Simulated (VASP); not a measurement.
# C (R-3m) in VASP: a series of runs

Runs on C. Level: r2SCAN. Tasks: single point.

Everything below comes from runs of VASP 6.6.1. Logs are shortened: lines on timing, memory, paths and dates and some standing lists are left out, and cuts for length are marked.

### Step 1. The cell of the first run

Symmetry: R-3m, No. 166, trigonal system. The conventional cell has a = 2.333 Å, b = 2.333 Å, c = 9.539 Å, α = 90.00°, β = 90.00°, γ = 120.00°. C (site symmetry 3m) has 3 C at 1.35 Å within 1.8 Å.

### Step 2. Single point, r2SCAN (strain -0.050 along x and y, -0.050 along z)

File POSCAR:

```
C
1.0
    1.1666250292      0.6735512746      3.1796602974
   -1.1666250292      0.6735512746      3.1796602974
    0.0000000000     -1.3471025493      3.1796602974
C
2
Direct
    0.1640000000      0.1640000000      0.1640000000
    0.8360000000      0.8360000000      0.8360000000
```

File INCAR.step1:

```
SYSTEM = C
  PREC = Accurate
  ENCUT = 520
  ISMEAR = 0
  SIGMA = 0.05
  LREAL = .FALSE.
  LASPH = .TRUE.
  NELM = 100
  NBANDS = 11
  GGA = PE
  ALGO = Normal
  EDIFF = 1E-4
  LWAVE = .TRUE.
  LCHARG = .FALSE.
```

File INCAR.step2:

```
SYSTEM = C
  PREC = Accurate
  ENCUT = 520
  EDIFF = 1E-7
  ISMEAR = 0
  SIGMA = 0.05
  LREAL = .FALSE.
  LASPH = .TRUE.
  NELM = 100
  ALGO = Normal
  ISIF = 2
  LWAVE = .FALSE.
  LCHARG = .TRUE.
  METAGGA = R2SCAN
  LMIXTAU = .TRUE.
  LELF = .TRUE.
  LVHAR = .TRUE.
  NBANDS = 11
  ISTART = 1
```

File KPOINTS:

```
Automatic mesh
0
G
  12 12 12
  0 0 0
```

Potentials or basis: VASP PAW PBE potentials, release 64 (C).

Command:

```console
cat potpaw_PBE.64/C/POTCAR > POTCAR
cp INCAR.step1 INCAR
mpirun -np 1 vasp_std > vasp.out
cp INCAR.step2 INCAR
mpirun -np 1 vasp_std > vasp.out
```

OUTCAR:

```text
SYSTEM = C
   PREC = Accurate
   ENCUT = 520
   EDIFF = 1E-7
   ISMEAR = 0
   LREAL = .FALSE.
   LASPH = .TRUE.
   NELM = 100
   ISIF = 2
   METAGGA = R2SCAN
   ISTART = 1

 ion  position               nearest neighbor table
   1  0.164  0.164  0.164-   2 1.35   2 1.35   2 1.35
   2  0.836  0.836  0.836-   1 1.35   1 1.35   1 1.35

  LATTYP: Found a trigonal (rhomboedric) cell.
 ALAT       =     3.4532484540
 COS(alpha) =     0.7717362630

  Lattice vectors:

 A1 = (   1.1666250292,   0.6735512746,   3.1796602974)
 A2 = (  -1.1666250292,   0.6735512746,   3.1796602974)
 A3 = (   0.0000000000,  -1.3471025493,   3.1796602974)

Analysis of symmetry for initial positions (statically):
=====================================================================
 Subroutine PRICEL returns:
 Original cell was already a primitive cell.

 Routine SETGRP: Setting up the symmetry group for a
 trigonal (rhombohedral) supercell.

 Subroutine GETGRP returns: Found 12 space group operations
 (whereof 12 operations were pure point group operations)
 out of a pool of 12 trial point group operations.

The static configuration has the point symmetry D_3d.

Analysis of symmetry for dynamics (positions and initial velocities):
=====================================================================
 Subroutine PRICEL returns:
 Original cell was already a primitive cell.

 Routine SETGRP: Setting up the symmetry group for a
 trigonal (rhombohedral) supercell.

 Subroutine GETGRP returns: Found 12 space group operations
 (whereof 12 operations were pure point group operations)
 out of a pool of 12 trial point group operations.

The dynamic configuration has the point symmetry D_3d.

 Subroutine INISYM returns: Found 12 space group operations
 (whereof 12 operations are pure point group operations),
 and found     1 'primitive' translations

----------------------------------------------------------------------------------------

                                     Primitive cell

  volume of cell :      14.9911

  direct lattice vectors                    reciprocal lattice vectors
     1.166625029  0.673551275  3.179660297     0.428586725  0.247444661  0.104833002
    -1.166625029  0.673551275  3.179660297    -0.428586725  0.247444661  0.104833002
     0.000000000 -1.347102549  3.179660297     0.000000000 -0.494889322  0.104833002

  length of vectors
     3.453248454  3.453248454  3.453248454     0.505870931  0.505870931  0.505870931
[... 88 lines left out ...]
   ISYM   =      2    0-nonsym 1-usesym 2-fastsym
   POTIM  = 0.5000    time-step for ionic-motion
   TEBEG  =    0.0;   TEEND  =   0.0 temperature during run
   PSTRESS=    0.0 pullay stress
   NELECT =       8.0000    total number of electrons
   NUPDOWN=      -1.0000    fix difference up-down
   EMIN   =  10.00;   EMAX   =-10.00  energy-range for DOS
   EFERMI =   0.00;   METHOD = LEGACY
   ISMEAR =     0;   SIGMA  =   0.05  broadening in eV -4-tet -1-fermi 0-gaus
   EFERMI_NEDOS =   21; number of points for ismear=-14 and -15
   IALGO  =     38    algorithm
   IMIX   =      4    mixing-type and parameters
     AMIX     =   0.40;   BMIX     =  1.00
     AMIX_MAG =   1.60;   BMIX_MAG =  1.00
  volume/ion in A,a.u.               =       7.50        50.58
  Fermi-wavevector in a.u.,A,eV,Ry     =   1.327884  2.509337 23.990830  1.763276
  Thomas-Fermi vector in A             =   2.457163
   LORBIT       =      0    0 simple, 1 ext, 2 COOP (PROOUT), +10 PAW based schemes
   METAGGA = R2SCAN    functional components
   LHFCALC =     F    Hartree Fock is set to
   AEXX    =    0.0000 exact exchange contribution
   IVDW    =     0    specifies the selected vdW correction
   LEPSILON=     F    determine dielectric tensor
   LRPA    =     F    only Hartree local field effects (RPA)
 non-spin polarized calculation
 Gauss-broadening in eV      SIGMA  =   0.05
  energy-cutoff  :      520.00
  volume of cell :       14.99
 maximum number of plane-waves:       423
 NGX is ok and might be reduce to    28
   NGX = 13   NGY = 13   NGZ = 13

 number of electron       8.0000000 magnetization

 Free energy of the ion-electron system (eV)
  ---------------------------------------------------
  ext. energy  EPLUGINS =         0.00000000
  ---------------------------------------------------
  free energy    TOTEN  =       -19.42766793 eV

  energy without entropy =      -19.42766793  energy(sigma->0) =      -19.42766793

 E-fermi :   5.9776     XC(G=0): -11.8950

 val. band max:        5.6868694328   @ k =  -0.3333   0.3333   0.0000
 cond. band min:       6.6713733311   @ k =  -0.3333   0.3333   0.0000
 fundamental gap:      0.9845038983
 Fermi energy:         5.9775669445

 k-point     1 :       0.0000    0.0000    0.0000
  band No.  band energies     occupation
      1     -16.1699      2.00000
      2      -1.7012      2.00000
      3       3.1263      2.00000
      4       3.1263      2.00000
      5      10.4321      0.00000
      6      16.0285      0.00000
      7      16.0285      0.00000
      8      20.7077      0.00000
      9      23.4880      0.00000
     10      32.6057      0.00000
     11      36.1315      0.00000
[... 309 lines left out ...]
 k-point    24 :      -0.4167    0.1667    0.0000
  band No.  band energies     occupation
      1      -9.2560      2.00000
      2      -8.4804      2.00000
      3      -3.0936      2.00000
      4       4.4736      2.00000
      5       7.9934      0.00000
      6      18.7103      0.00000
      7      19.0287      0.00000
      8      19.8711      0.00000
      9      23.7556      0.00000
     10      29.7252      0.00000
     11      33.1981      0.00000

 [... further k-points ...]

------------------------ aborting loop because EDIFF is reached ----------------------------------------

  FORCE on cell =-STRESS in cart. coord.  units (eV):
  Direction    XX          YY          ZZ          XY          YZ          ZX
  --------------------------------------------------------------------------------------
  -------------------------------------------------------------------------------------
  Total        8.1422706      8.1422706      0.3120933      0.0000000     -0.0000000      0.0000000
  in kB      870.2062240    870.2062240     33.3550147      0.0000000     -0.0000000      0.0000000
  external PRESSURE =     591.2558209 kB  Pullay stress =       0.0000000 kB

 VOLUME and BASIS-vectors are now :
 -----------------------------------------------------------------------------
  energy-cutoff  :      520.00
  volume of cell :       14.99
      direct lattice vectors                 reciprocal lattice vectors
     1.166625029  0.673551275  3.179660297     0.428586725  0.247444661  0.104833002
    -1.166625029  0.673551275  3.179660297    -0.428586725  0.247444661  0.104833002
     0.000000000 -1.347102549  3.179660297     0.000000000 -0.494889322  0.104833002

 POSITION                                       TOTAL-FORCE (eV/Angst)
 -----------------------------------------------------------------------------------
      0.00000     -0.00000      1.56439         0.000000     -0.000000      0.792863
      0.00000     -0.00000      7.97459         0.000000      0.000000     -0.792863
 -----------------------------------------------------------------------------------
    total drift:                                0.000000     -0.000000      0.000000

  FREE ENERGIE OF THE ION-ELECTRON SYSTEM (eV)
  ---------------------------------------------------
  free  energy   TOTEN  =       -19.4276679325 eV

  energy  without entropy=      -19.4276679325  energy(sigma->0) =      -19.42766793
```

OUTCAR.step1:

```text
SYSTEM = C
   PREC = Accurate
   ENCUT = 520
   ISMEAR = 0
   LREAL = .FALSE.
[... 560 lines left out ...]
      0.00000     -0.00000      1.56439         0.000000     -0.000000      0.735385
      0.00000     -0.00000      7.97459         0.000000      0.000000     -0.735385
 -----------------------------------------------------------------------------------
    total drift:                                0.000000     -0.000000      0.000000

  FREE ENERGIE OF THE ION-ELECTRON SYSTEM (eV)
  ---------------------------------------------------
  free  energy   TOTEN  =       -17.9149300091 eV

  energy  without entropy=      -17.9149300091  energy(sigma->0) =      -17.91493001
```

Run time: 2.9 min. Hardware: 1 thread of Intel Xeon Platinum 8259CL at 2.50GHz (Skylake/Cascade Lake), shared host; peak memory 0.17 GiB.

Results:

```
Free energy            : -19.4277 eV
Pressure               : 59.1 GPa
Largest force          : 0.793 eV/Å
Band gap on the k mesh : 0.98 eV, direct
```

Forces on the atoms (eV/Å):
```
C    0.000  0.000  0.793
C    0.000  0.000 -0.793
```

Stress tensor (GPa, compression positive):
```
87.02  0.00  0.00
 0.00 87.02  0.00
 0.00  0.00  3.34
```

Levels at points of the mesh, in eV from the valence-band top:
| k point | band 1 | band 2 | band 3 | band 4 | band 5 | band 6 | band 7 | band 8 | band 9 |
| --- | --- | --- | --- | --- | --- | --- | --- | --- | --- |
| (0.00, 0.00, 0.00) | -21.86 | -7.39 | -2.56 | -2.56 | 4.75 | 10.34 | 10.34 | 15.02 | 17.80 |
| (0.50, 0.00, 0.00) | -15.43 | -14.69 | -6.70 | -1.81 | 2.64 | 10.23 | 14.16 | 14.23 | 21.26 |
| (0.50, 0.50, 0.00) | -15.27 | -14.58 | -6.77 | -2.88 | 1.94 | 9.64 | 15.30 | 17.96 | 23.68 |
| (0.50, 0.50, 0.50) | -21.44 | -9.89 | -2.59 | -2.59 | 10.29 | 10.29 | 12.61 | 15.11 | 17.45 |

Caveat: the cell differs from its parent crystal (strain -0.050 along x and y, -0.050 along z); the PAW data sets were made with another functional, which shifts forces and pressure a little.

[end of part 1 of 2]
